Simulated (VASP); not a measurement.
# Co2Bi (Fd-3m) in VASP: relaxation of cell and atoms with PBE

Aim: the relaxation of cell and atoms of Co2Bi with PBE.

All numbers are computed with VASP 6.6.1; they aren't measurements. Logs are shortened: lines on timing, memory, paths and dates and some standing lists are left out, and cuts for length are marked.

## Step 1: The cell of the first run

It takes space group Fd-3m (No. 227, cubic). The conventional cell has a = 7.298 Å, b = 7.298 Å, c = 7.298 Å, α = 90.00°, β = 90.00°, γ = 90.00°. Co (site symmetry -3m) has 6 Co at 2.58 Å and 6 Bi at 3.03 Å within 3.4 Å. Bi (site symmetry -43m) has 12 Co at 3.03 Å and 4 Bi at 3.16 Å within 4.0 Å.

## Step 2: Relaxation of cell and atoms, PBE, collinear spin, ferromagnetic start

INCAR

```
PREC = Accurate
ENCUT = 600
EDIFF = 1E-7
ISMEAR = 0
SIGMA = 0.1
LREAL = False
LASPH = True
NELM = 200
ALGO = Normal
ISIF = 3
LWAVE = False
LCHARG = False
ISPIN = 2
MAGMOM = 1.72 1.72 1.72 1.72 0 0
LORBIT = 11
LMAXMIX = 4
GGA = PE
IBRION = 2
NSW = 100
EDIFFG = -0.01
GGA_COMPAT = False
NELMIN = 4
KPAR = 4
```

KPOINTS

```
Automatic mesh
0
Gamma
  10 10 10
```

POSCAR

```
Co2Bi
1.0
    0.0000000000      3.6488415577      3.6488415577
    3.6488415577      0.0000000000      3.6488415577
    3.6488415577      3.6488415577      0.0000000000
Co Bi
4 2
Direct
    0.1250000000      0.1250000000      0.1250000000
    0.6250000000      0.1250000000      0.1250000000
    0.1250000000      0.1250000000      0.6250000000
    0.1250000000      0.6250000000      0.1250000000
    0.5000000000      0.5000000000      0.5000000000
    0.7500000000      0.7500000000      0.7500000000
```

Potentials or basis: VASP PAW PBE potentials, release 64 (Co, Bi_d).

Command:

```sh
$ cat potpaw_PBE.64/Co/POTCAR potpaw_PBE.64/Bi_d/POTCAR > POTCAR
$ mpirun -np 4 vasp_std > vasp.out
```

OUTCAR:

```text
PREC = Accurate
   ENCUT = 600
   EDIFF = 1E-7
   ISMEAR = 0
   LREAL = False
   LASPH = True
   NELM = 200
   ISIF = 3
   ISPIN = 2
   LORBIT = 11
   GGA = PE
   IBRION = 2
   NSW = 100
   EDIFFG = -0.01
   NELMIN = 4

 ion  position               nearest neighbor table
   1  0.125  0.125  0.125-   2 2.58   3 2.58   4 2.58   3 2.58   4 2.58   2 2.58   6 3.03   5 3.03
                             6 3.03   5 3.03   6 3.03   5 3.03
   2  0.625  0.125  0.125-   1 2.58   3 2.58   4 2.58   1 2.58   3 2.58   4 2.58   5 3.03   6 3.03
                             5 3.03   6 3.03   6 3.03   5 3.03
   3  0.125  0.125  0.625-   1 2.58   1 2.58   2 2.58   4 2.58   4 2.58   2 2.58   6 3.03   5 3.03
                             6 3.03   5 3.03   6 3.03   5 3.03
   4  0.125  0.625  0.125-   1 2.58   3 2.58   1 2.58   2 2.58   3 2.58   2 2.58   6 3.03   5 3.03
                             6 3.03   5 3.03   6 3.03   5 3.03
   5  0.500  0.500  0.500-   4 3.03   2 3.03   2 3.03   4 3.03   3 3.03   3 3.03   1 3.03   1 3.03
                             1 3.03   2 3.03   3 3.03   4 3.03   6 3.16   6 3.16   6 3.16   6 3.16
   6  0.750  0.750  0.750-   2 3.03   4 3.03   2 3.03   4 3.03   1 3.03   3 3.03   1 3.03   3 3.03
                             1 3.03   2 3.03   3 3.03   4 3.03   5 3.16   5 3.16   5 3.16   5 3.16

  LATTYP: Found a face centered cubic cell.
 ALAT       =     7.2976831154

  Lattice vectors:

 A1 = (   0.0000000000,   3.6488415577,   3.6488415577)
 A2 = (   3.6488415577,   0.0000000000,   3.6488415577)
 A3 = (   3.6488415577,   3.6488415577,   0.0000000000)

Analysis of symmetry for initial positions (statically):
=====================================================================
 Subroutine PRICEL returns:
 Original cell was already a primitive cell.

 Routine SETGRP: Setting up the symmetry group for a
 face centered cubic supercell.

 Subroutine GETGRP returns: Found 48 space group operations
 (whereof 24 operations were pure point group operations)
 out of a pool of 48 trial point group operations.

The static configuration has the point symmetry T_d .
 The point group associated with its full space group is O_h .

Analysis of symmetry for dynamics (positions and initial velocities):
=====================================================================
 Subroutine PRICEL returns:
 Original cell was already a primitive cell.

 Routine SETGRP: Setting up the symmetry group for a
 face centered cubic supercell.

 Subroutine GETGRP returns: Found 48 space group operations
 (whereof 24 operations were pure point group operations)
 out of a pool of 48 trial point group operations.

The dynamic configuration has the point symmetry T_d .
 The point group associated with its full space group is O_h .

Analysis of structural, dynamic, and magnetic symmetry:
=====================================================================
 Subroutine PRICEL returns:
 Original cell was already a primitive cell.

 Routine SETGRP: Setting up the symmetry group for a
 face centered cubic supercell.

 Subroutine GETGRP returns: Found 48 space group operations
 (whereof 24 operations were pure point group operations)
 out of a pool of 48 trial point group operations.

The overall configuration has the point symmetry T_d .
 The point group associated with its full space group is O_h .

 Subroutine INISYM returns: Found 48 space group operations
 (whereof 24 operations are pure point group operations),
 and found     1 'primitive' translations

----------------------------------------------------------------------------------------

                                     Primitive cell

  volume of cell :      97.1617

  direct lattice vectors                    reciprocal lattice vectors
     0.000000000  3.648841558  3.648841558    -0.137029792  0.137029792  0.137029792
     3.648841558  0.000000000  3.648841558     0.137029792 -0.137029792  0.137029792
     3.648841558  3.648841558  0.000000000     0.137029792  0.137029792 -0.137029792

  length of vectors
     5.160241218  5.160241218  5.160241218     0.237342562  0.237342562  0.237342562

  position of ions in fractional coordinates (direct lattice)
     0.125000000  0.125000000  0.125000000
     0.625000000  0.125000000  0.125000000
     0.125000000  0.125000000  0.625000000
     0.125000000  0.625000000  0.125000000
     0.500000000  0.500000000  0.500000000
     0.750000000  0.750000000  0.750000000
[... 32 lines left out ...]
 ===========================================

 Found     47 irreducible k-points:

 Following reciprocal coordinates:
            Coordinates               Weight
  0.000000  0.000000  0.000000      1.000000
  0.100000  0.000000  0.000000      8.000000
  0.200000  0.000000  0.000000      8.000000
  0.300000  0.000000  0.000000      8.000000
  0.400000  0.000000  0.000000      8.000000
  0.500000  0.000000  0.000000      4.000000
[... 16 lines left out ...]
  0.300000  0.300000  0.000000      6.000000
  0.400000  0.300000  0.000000     24.000000
 [... further k-points ...]
   k-points           NKPTS =     47   k-points in BZ     NKDIM =     47   number of bands    NBANDS=     42
   number of dos      NEDOS =    301   number of ions     NIONS =      6
   total plane-waves  NPLWV =  74088
   dimension x,y,z NGX =    42 NGY =   42 NGZ =   42
   dimension x,y,z NGXF=    84 NGYF=   84 NGZF=   84
   ions per type =               4   2
   NGX,Y,Z   is equivalent  to a cutoff of  13.53, 13.53, 13.53 a.u.
   NGXF,Y,Z  is equivalent  to a cutoff of  27.06, 27.06, 27.06 a.u.
 SYSTEM =  unknown system
   PREC   = accura    normal or accurate (medium, high low for compatibility)
   ISTART =      0    job   : 0-new  1-cont  2-samecut
   ICHARG =      2    charge: 1-file 2-atom 10-const
   ISPIN  =      2    spin polarized calculation?
   LNONCOLLINEAR =      F non collinear calculations
   LSORBIT =      F    spin-orbit coupling
   LASPH  =      T    aspherical Exc in radial PAW
   ENCUT  =  600.0 eV  44.10 Ry    6.64 a.u.  10.31 10.31 10.31*2*pi/ulx,y,z
   NELM   =    200;   NELMIN=  4; NELMDL= -5     # of ELM steps
   EDIFF  = 0.1E-06   stopping-criterion for ELM
   LREAL  =      F    real-space projection
   EDIFFG = -.1E-01   stopping-criterion for IOM
   NSW    =    100    number of steps for IOM
   IBRION =      2    ionic relax: 0-MD 1-quasi-New 2-CG
   NFREE  =      1    steps in history (QN), initial steepest desc. (CG)
   ISIF   =      3    stress and relaxation
   ISYM   =      2    0-nonsym 1-usesym 2-fastsym
   POTIM  = 0.5000    time-step for ionic-motion
   TEBEG  =    0.0;   TEEND  =   0.0 temperature during run
   PSTRESS=    0.0 pullay stress
   NELECT =      66.0000    total number of electrons
   NUPDOWN=      -1.0000    fix difference up-down
   EMIN   =  10.00;   EMAX   =-10.00  energy-range for DOS
   EFERMI =   0.00;   METHOD = LEGACY
   ISMEAR =     0;   SIGMA  =   0.10  broadening in eV -4-tet -1-fermi 0-gaus
   EFERMI_NEDOS =   21; number of points for ismear=-14 and -15
   IALGO  =     38    algorithm
   IMIX   =      4    mixing-type and parameters
     AMIX     =   0.40;   BMIX     =  1.00
     AMIX_MAG =   1.60;   BMIX_MAG =  1.00
  volume/ion in A,a.u.               =      16.19       109.28
  Fermi-wavevector in a.u.,A,eV,Ry     =   1.439101  2.719506 28.177807  2.071010
  Thomas-Fermi vector in A             =   2.557994
   LORBIT       =     11    0 simple, 1 ext, 2 COOP (PROOUT), +10 PAW based schemes
   GGA     = PE    functional components
   LHFCALC =     F    Hartree Fock is set to
   AEXX    =    0.0000 exact exchange contribution
   IVDW    =     0    specifies the selected vdW correction
   LEPSILON=     F    determine dielectric tensor
   LRPA    =     F    only Hartree local field effects (RPA)
 conjugate gradient relaxation of ions
 spin polarized calculation
 Gauss-broadening in eV      SIGMA  =   0.10
  energy-cutoff  :      600.00
  volume of cell :       97.16
 maximum number of plane-waves:      3287
 NGX is ok and might be reduce to    42
   NGX = 21   NGY = 21   NGZ = 21

--------------------------------------- Ionic step        1  -------------------------------------------

 number of electron      66.0000014 magnetization       6.3125205

 Free energy of the ion-electron system (eV)
  ---------------------------------------------------
  ext. energy  EPLUGINS =         0.00000000
  ---------------------------------------------------
  free energy    TOTEN  =       -33.22671501 eV

  energy without entropy =      -33.17062293  energy(sigma->0) =      -33.19866897

------------------------ aborting loop because EDIFF is reached ----------------------------------------

  FORCE on cell =-STRESS in cart. coord.  units (eV):
  Direction    XX          YY          ZZ          XY          YZ          ZX
  --------------------------------------------------------------------------------------
  -------------------------------------------------------------------------------------
  Total       -0.2556842     -0.2556842     -0.2556842      0.0000000      0.0000000      0.0000000
  in kB       -4.2161835     -4.2161835     -4.2161835      0.0000000      0.0000000      0.0000000
  external PRESSURE =      -4.2161835 kB  Pullay stress =       0.0000000 kB
[... 67 lines left out ...]
--------------------------------------- Ionic step        3  -------------------------------------------

 number of electron      66.0000014 magnetization       6.2932449

 Free energy of the ion-electron system (eV)
  ---------------------------------------------------
  ext. energy  EPLUGINS =         0.00000000
  ---------------------------------------------------
  free energy    TOTEN  =       -33.22721628 eV

  energy without entropy =      -33.17151172  energy(sigma->0) =      -33.19936400

 E-fermi :  10.2456     XC(G=0): -12.1830

 val. band max:       10.2455029031   @ k =   0.1000   0.1000   0.0000
 cond. band min:      10.2460359973   @ k =   0.1000   0.1000   0.0000
 fundamental gap:      0.0005330942
 Fermi energy:        10.2456363764

 spin component 1

 k-point     1 :       0.0000    0.0000    0.0000
  band No.  band energies     occupation
      1     -12.9881      1.00000
      2     -12.9881      1.00000
      3     -12.9881      1.00000
      4     -12.9471      1.00000
      5     -12.9471      1.00000
      6     -12.7750      1.00000
[... 1069 lines left out ...]
     41      14.9824      0.00000
     42      15.1185      0.00000

 [... further k-points ...]

 spin component 2

 k-point     1 :       0.0000    0.0000    0.0000
  band No.  band energies     occupation
      1     -12.9875      1.00000
      2     -12.9875      1.00000
      3     -12.9875      1.00000
      4     -12.9526      1.00000
      5     -12.9526      1.00000
      6     -12.7795      1.00000
[... 1104 lines left out ...]
  FREE ENERGIE OF THE ION-ELECTRON SYSTEM (eV)
  ---------------------------------------------------
  free  energy   TOTEN  =       -33.2272162824 eV

  energy  without entropy=      -33.1715117185  energy(sigma->0) =      -33.19936400

 reached required accuracy - stopping structural energy minimisation

 total charge

# of ion       s       p       d       tot
------------------------------------------
    1        0.414   0.366   7.280   8.060
    2        0.414   0.366   7.280   8.060
    3        0.414   0.366   7.280   8.060
    4        0.414   0.366   7.280   8.060
    5        1.532   1.319   9.985  12.836
    6        1.532   1.319   9.985  12.836
--------------------------------------------------
tot          4.718   4.100  49.092  57.909

 magnetization (x)

# of ion       s       p       d       tot
------------------------------------------
    1        0.005  -0.010   1.616   1.611
    2        0.005  -0.010   1.616   1.611
    3        0.005  -0.010   1.616   1.611
    4        0.005  -0.010   1.616   1.611
    5        0.011  -0.019  -0.010  -0.017
    6        0.011  -0.019  -0.010  -0.017
--------------------------------------------------
tot          0.043  -0.078   6.446   6.410
```

Run time: 3 min. Hardware: 4 MPI ranks of Intel Xeon 6975P-C (Granite Rapids), shared host; peak memory 0.56 GiB.

Results:

| Item | Value |
| --- | --- |
| Free energy | -33.2272 eV |
| Relaxed volume | 16.13 Å³/atom |
| Relaxed cell | a = 5.154 Å, b = 5.154 Å, c = 5.154 Å, α = 60.00°, β = 60.00°, γ = 60.00° |
| Space group after relaxing (to 0.05 Å) | Fd-3m (No. 227) |
| Energy gained by relaxing | 0.1 meV/atom |
| Ionic steps | 3 |
| Pressure after relaxing | 0.0 GPa |
| Net moment | 6.29 μB per cell |
| Site moments | Co +1.61; Bi -0.02 μB |
| Valence electrons inside the program's atomic spheres | Co 8.06; Bi 12.84 |

The path:
```csv
step,energy change (eV),largest force (eV/Å),pressure (GPa),volume (Å³)
1,0.0000,0.0000,-0.42,97.16
2,-0.0003,0.0000,0.27,96.56
3,-0.0005,0.0000,-0.02,96.78
```

Final structure:
```
Co Bi
1.0
     0.00000    3.64410    3.64410
     3.64410    0.00000    3.64410
     3.64410    3.64410    0.00000
Co Bi
4 2
Direct
  0.12500 0.12500 0.12500
  0.62500 0.12500 0.12500
  0.12500 0.12500 0.62500
  0.12500 0.62500 0.12500
  0.50000 0.50000 0.50000
  0.75000 0.75000 0.75000
```

Levels at points of the mesh, in eV from the Fermi level:
Spin up:
| k point | band 33 | band 34 | band 35 | band 36 | band 37 | band 38 | band 39 | band 40 |
| --- | --- | --- | --- | --- | --- | --- | --- | --- |
| (0.00, 0.00, 0.00) | -0.95 | -0.66 | -0.66 | -0.66 | 0.38 | 0.38 | 0.38 | 0.91 |
| (0.50, 0.00, 0.00) | -1.18 | -1.18 | -0.89 | -0.66 | 0.97 | 0.97 | 1.60 | 3.47 |
| (0.50, 0.50, 0.00) | -1.56 | -1.56 | -0.69 | -0.69 | 2.60 | 2.60 | 3.98 | 3.98 |
Spin down:
```
           k point  band 26  band 27  band 28  band 29  band 30  band 31  band 32  band 33  band 34  band 35
(0.00, 0.00, 0.00)     0.03     0.03     0.03     0.04     0.04     0.04     0.22     0.22     0.93     0.99
(0.50, 0.00, 0.00)    -0.92    -0.74    -0.02     0.01     0.01     0.02     0.21     0.21     0.23     0.23
(0.50, 0.50, 0.00)    -0.96    -0.56    -0.56    -0.26    -0.26     0.05     0.05     0.23     0.23     0.83
```

Caveat: spin-orbit coupling is left out, which moves the levels of the heavy elements.
